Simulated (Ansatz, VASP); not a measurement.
One calculation of Sn2Bi3O3, two programs

```
CELL_PARAMETERS angstrom
1.76191 1.01724 15.60329
-1.76191 1.01724 15.60329
0.00000 -2.03448 15.60329
ATOMIC_POSITIONS crystal
Sn 0.36550 0.36550 0.36550
Sn 0.63450 0.63450 0.63450
Bi 0.10868 0.10868 0.10868
Bi 0.89132 0.89132 0.89132
Bi 0.50000 0.50000 0.50000
O 0.00000 0.00000 0.00000
O 0.28035 0.28035 0.28035
O 0.71965 0.71965 0.71965
```

Alike in both runs: functional PBE; k mesh 5 × 5 × 5; occupations gaussian, width 0.2 eV; no spin polarisation.

Ansatz relaxed the structure, and its values are those at the end. VASP's run is a single point on that final structure, the one shown.

|  | VASP | Ansatz |
| --- | --- | --- |
| version | VASP 6.6.1 | Ansatz 0.2.0 |
| potentials or method | VASP PAW PBE potentials, release 64 (Sn_d, Bi_d, O), cutoff 520 eV | scalar-relativistic, plane waves, PAW |
| valence electrons in the cell | 91 | 91 |

Ansatz gave:

| Property | Result |
| --- | --- |
| gap on the k mesh at the Fermi level (eV) | none |
| pressure (GPa) | 0.2 |
| rms of the force components (eV/Å) | 0.028 |

Estimate VASP's values.

gap on the k mesh at the Fermi level (eV): none; pressure (GPa): 0.2; rms of the force components (eV/Å): 0.020.

A gap of «none» marks a metal or a gap that the smearing closes.

The k mesh is coarse, so the values compare programs but aren't converged. Neither program's run includes spin-orbit coupling.
